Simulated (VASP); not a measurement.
# TaN (Fm-3m) in VASP: further runs, part 3 of 3

VASP 6.6.1. Earlier steps stand in the parts before.

## (6) Single point, LDA (10.38 Å³/atom)

This run uses another cell than the first one, of 10.38 Å³/atom.

File INCAR:

```
PREC     = Accurate       # precision mode
ENCUT    = 520            # plane-wave cutoff, eV
EDIFF    = 1E-7           # SCF threshold, eV
ISMEAR   = -1             # smearing method
SIGMA    = 0.05           # smearing width, eV
LREAL    = False          # projectors in reciprocal space
LASPH    = True           # aspherical terms in the spheres
NELM     = 60             # most SCF steps
ALGO     = Normal         # electronic algorithm
ISIF     = 2              # what is computed and relaxed
LWAVE    = False          # write WAVECAR
LCHARG   = False          # write CHGCAR
NBANDS   = 15             # bands
```

File KPOINTS:

```
Automatic mesh
0
Gamma
  10 10 10
```

File POSCAR:

```
TaN
1.0
    0.0000000000      2.1814365931      2.1814365931
    2.1814365931      0.0000000000      2.1814365931
    2.1814365931      2.1814365931      0.0000000000
Ta N
1 1
Direct
    0.5000000000      0.5000000000      0.5000000000
    0.0000000000      0.0000000000      0.0000000000
```

Potentials or basis: VASP PAW LDA potentials, release 64 (Ta_pv, N).

Launch:

```
> cat potpaw_LDA.64/Ta_pv/POTCAR potpaw_LDA.64/N/POTCAR > POTCAR
> mpirun -np 1 vasp_std > vasp.out
```

OUTCAR:

```text
PREC = Accurate
   ENCUT = 520
   EDIFF = 1E-7
   ISMEAR = -1
   LREAL = False
   LASPH = True
   NELM = 60
   ISIF = 2

 ion  position               nearest neighbor table
   1  0.500  0.500  0.500-   2 2.18   2 2.18   2 2.18   2 2.18   2 2.18   2 2.18
   2  0.000  0.000  0.000-   1 2.18   1 2.18   1 2.18   1 2.18   1 2.18   1 2.18

  LATTYP: Found a face centered cubic cell.
 ALAT       =     4.3628731862

  Lattice vectors:

 A1 = (   0.0000000000,   2.1814365931,   2.1814365931)
 A2 = (   2.1814365931,   0.0000000000,   2.1814365931)
 A3 = (   2.1814365931,   2.1814365931,   0.0000000000)

Analysis of symmetry for initial positions (statically):
=====================================================================
 Subroutine PRICEL returns:
 Original cell was already a primitive cell.

 Routine SETGRP: Setting up the symmetry group for a
 face centered cubic supercell.

 Subroutine GETGRP returns: Found 48 space group operations
 (whereof 48 operations were pure point group operations)
 out of a pool of 48 trial point group operations.

The static configuration has the point symmetry O_h .

Analysis of symmetry for dynamics (positions and initial velocities):
=====================================================================
 Subroutine PRICEL returns:
 Original cell was already a primitive cell.

 Routine SETGRP: Setting up the symmetry group for a
 face centered cubic supercell.

 Subroutine GETGRP returns: Found 48 space group operations
 (whereof 48 operations were pure point group operations)
 out of a pool of 48 trial point group operations.

The dynamic configuration has the point symmetry O_h .

 Subroutine INISYM returns: Found 48 space group operations
 (whereof 48 operations are pure point group operations),
 and found     1 'primitive' translations

----------------------------------------------------------------------------------------

                                     Primitive cell
[... 114 lines left out ...]
  Thomas-Fermi vector in A             =   2.612372
   LORBIT       =      0    0 simple, 1 ext, 2 COOP (PROOUT), +10 PAW based schemes
   GGA     = CA    functional components
   LHFCALC =     F    Hartree Fock is set to
   AEXX    =    0.0000 exact exchange contribution
   IVDW    =     0    specifies the selected vdW correction
   LEPSILON=     F    determine dielectric tensor
   LRPA    =     F    only Hartree local field effects (RPA)
 non-spin polarized calculation
  energy-cutoff  :      520.00
  volume of cell :       20.76
 maximum number of plane-waves:       571
   NGX = 11   NGY = 11   NGZ = 11

 number of electron      16.0000001 magnetization

 Free energy of the ion-electron system (eV)
  ---------------------------------------------------
  ext. energy  EPLUGINS =         0.00000000
  ---------------------------------------------------
  free energy    TOTEN  =       -24.16353741 eV

  energy without entropy =      -24.15738495  energy(sigma->0) =      -24.16046118

 E-fermi :   9.6974     XC(G=0): -13.7921

 val. band max:        9.6715150277   @ k =   0.0000   0.0000   0.0000
 cond. band min:       9.7390656429   @ k =  -0.3000   0.3000   0.1000
 fundamental gap:      0.0675506152
 Fermi energy:         9.6973671587

 k-point     1 :       0.0000    0.0000    0.0000
  band No.  band energies     occupation
      1     -25.8528      2.00000
      2     -25.8528      2.00000
      3     -25.8528      2.00000
      4      -9.1202      2.00000
      5       5.8506      2.00000
      6       5.8506      2.00000
      7       5.8506      2.00000
      8       7.4696      2.00000
      9       7.4696      2.00000
     10       7.4696      2.00000
     11       9.6715      1.25291
     12       9.6715      1.25291
     13      11.6190      0.00000
     14      19.1684      0.00000
[... 401 lines left out ...]
      2     -26.1228      2.00000
      3     -26.0939      2.00000
      4      -7.4886      2.00000
      5       1.6801      2.00000
      6       3.7075      2.00000
      7       4.4434      2.00000
      8       5.7267      2.00000
      9      11.8699      0.00000
     10      12.6924      0.00000
     11      12.7722      0.00000
     12      13.8773      0.00000
     13      18.3186      0.00000
     14      20.6336      0.00000
     15      21.1523      0.00000

 [... further k-points ...]
[... 5 lines left out ...]
  --------------------------------------------------------------------------------------
  -------------------------------------------------------------------------------------
  Total       -0.2345679     -0.2345679     -0.2345679      0.0000000     -0.0000000      0.0000000
  in kB      -18.1017837    -18.1017837    -18.1017837      0.0000000     -0.0000000      0.0000000
  external PRESSURE =     -18.1017837 kB  Pullay stress =       0.0000000 kB

 VOLUME and BASIS-vectors are now :
 -----------------------------------------------------------------------------
  energy-cutoff  :      520.00
  volume of cell :       20.76
      direct lattice vectors                 reciprocal lattice vectors
     0.000000000  2.181436593  2.181436593    -0.229206754  0.229206754  0.229206754
     2.181436593  0.000000000  2.181436593     0.229206754 -0.229206754  0.229206754
     2.181436593  2.181436593  0.000000000     0.229206754  0.229206754 -0.229206754

 POSITION                                       TOTAL-FORCE (eV/Angst)
 -----------------------------------------------------------------------------------
      2.18144      2.18144      2.18144        -0.000000      0.000000      0.000000
      0.00000      0.00000      0.00000         0.000000     -0.000000     -0.000000
 -----------------------------------------------------------------------------------
    total drift:                                0.000000     -0.000000     -0.000000

  FREE ENERGIE OF THE ION-ELECTRON SYSTEM (eV)
  ---------------------------------------------------
  free  energy   TOTEN  =       -24.1635374072 eV

  energy  without entropy=      -24.1573849455  energy(sigma->0) =      -24.16046118
```

It took 5.5 s on 1 thread of Intel Xeon 6975P-C (Granite Rapids), shared host; peak memory 0.13 GiB.

What came out:

```
Free energy            : -24.1635 eV
Pressure               : -1.8 GPa
Band gap on the k mesh : zero (bands 8 and 9 overlap by 4.15 eV)
```

Levels at points of the mesh, in eV from the Fermi level:
```
           k point  band 5  band 6  band 7  band 8  band 9  band 10  band 11  band 12
(0.00, 0.00, 0.00)   -3.85   -3.85   -3.85   -2.23   -2.23    -2.23    -0.03    -0.03
(0.50, 0.00, 0.00)  -10.55   -7.76   -7.76    1.93    1.93     2.05     4.01     7.74
(0.50, 0.50, 0.00)   -6.60   -5.66   -4.63   -4.63    2.10     3.63     3.63     4.85
```

Caveat: spin-orbit coupling is left out, which moves the levels of the heavy elements.

## (7) The runs side by side

| task | level | potentials or basis | cell | cutoff (eV) | gap on the mesh (eV) | pressure (GPa) | relaxed volume (Å³/atom) |
| --- | --- | --- | --- | --- | --- | --- | --- |
| single point | PBE+D3(BJ) | VASP PAW PBE potentials, release 64 (Ta_pv, N) | a = 3.101 Å, angles 60.0°, 2 atoms | 520 | none | 0.8 | - |
| single point | BLYP | VASP PAW PBE potentials, release 64 (Ta_pv, N) | a = 3.161 Å, angles 60.0°, 2 atoms | 520 | none | 1.6 | - |
| relaxation of cell and atoms | PBE+D3(BJ) | VASP PAW PBE potentials, release 64 (Ta_pv, N) | relaxed from a = 3.127 Å, angles 60.0°, 2 atoms | 600 | none | -0.1 | 10.56 |
| relaxation of cell and atoms | BLYP | VASP PAW PBE potentials, release 64 (Ta_pv, N) | relaxed from a = 3.127 Å, angles 60.0°, 2 atoms | 600 | none | 0.0 | 11.22 |
| single point | LDA | VASP PAW LDA potentials, release 64 (Ta_pv, N) | a = 3.085 Å, angles 60.0°, 2 atoms | 520 | none | -1.8 | - |

Alike in all rows: no spin polarisation; k mesh 10 × 10 × 10; smearing fermi-dirac 0.05 eV.

Caveats: spin-orbit coupling is left out, which moves the levels of the heavy elements; the PAW data sets were made with another functional, which shifts forces and pressure a little (at least some runs).

Absolute energies hang on the potentials; compare differences alone.
